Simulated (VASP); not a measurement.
Here is a VASP 6.6.1 calculation.

File INCAR:

```
PREC = Accurate
ENCUT = 600
EDIFF = 1E-7
ISMEAR = 0
SIGMA = 0.1
LREAL = F
LASPH = T
NELM = 80
ALGO = Normal
ISIF = 3
LWAVE = F
LCHARG = F
GGA = PE
IVDW = 12
IBRION = 2
NSW = 80
EDIFFG = -0.05
```

The input KPOINTS:

```
Automatic mesh
0
Gamma
  8 8 6
```

The input POSCAR:

```
F
1.0
    2.8044309678     -1.6606950108      0.1355078944
    2.8044309678      1.6606950108      0.1355078944
   -1.8535639465      0.0000000000      3.3758838542
F
2
Direct
    0.0865729866      0.0865729866      0.1464142897
    0.9134270134      0.9134270134      0.8535857103
```

Potentials or basis: VASP PAW PBE potentials, release 64 (F).

Launch:

```sh
$ cat potpaw_PBE.64/F/POTCAR > POTCAR
$ mpirun -np 1 vasp_std > vasp.out
```

Question: What does it give for the dispersion energy per atom?

Answer: -0.032 eV.

Question: Estimate the space group after relaxing (to 0.1 Å).

Answer: C2/m (No. 12).

Question: Predict the band gap on the k mesh.

Answer: 0.10 eV (least direct gap 0.17 eV).

Stress tensor (GPa, compression positive):
```
 0.09  0.00  0.16
 0.00 -0.43  0.00
 0.16  0.00  0.53
```

Caveat: the standard files for N, O and F lose accuracy on very short bonds. A k mesh can miss the band edges.
